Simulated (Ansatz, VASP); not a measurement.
**Ta: VASP beside Ansatz**

```
Ta
1.0
     3.31955    0.00000    0.00000
     0.00000    3.31955    0.00000
     0.00000    0.00000    3.31955
Ta
2
Direct
  0.00000 0.00000 0.00000
  0.50000 0.50000 0.50000
```

Alike in both runs: task single point; functional PBE; k mesh 12 × 12 × 12; occupations fermi-dirac, width 0.08 eV; no spin polarisation.

```csv
,VASP,Ansatz
version,VASP 6.6.1,Ansatz 0.2.0
potentials or method,"VASP PAW PBE potentials, release 64 (Ta_pv), cutoff 520 eV","all-electron LAPW, scalar-relativistic"
```

```csv
,VASP,Ansatz,Ansatz less VASP
pressure (GPa),0.1,0.0,-0.14
```

Ansatz ran all-electron here, and VASP with PAW potentials.

Neither program's run includes spin-orbit coupling.
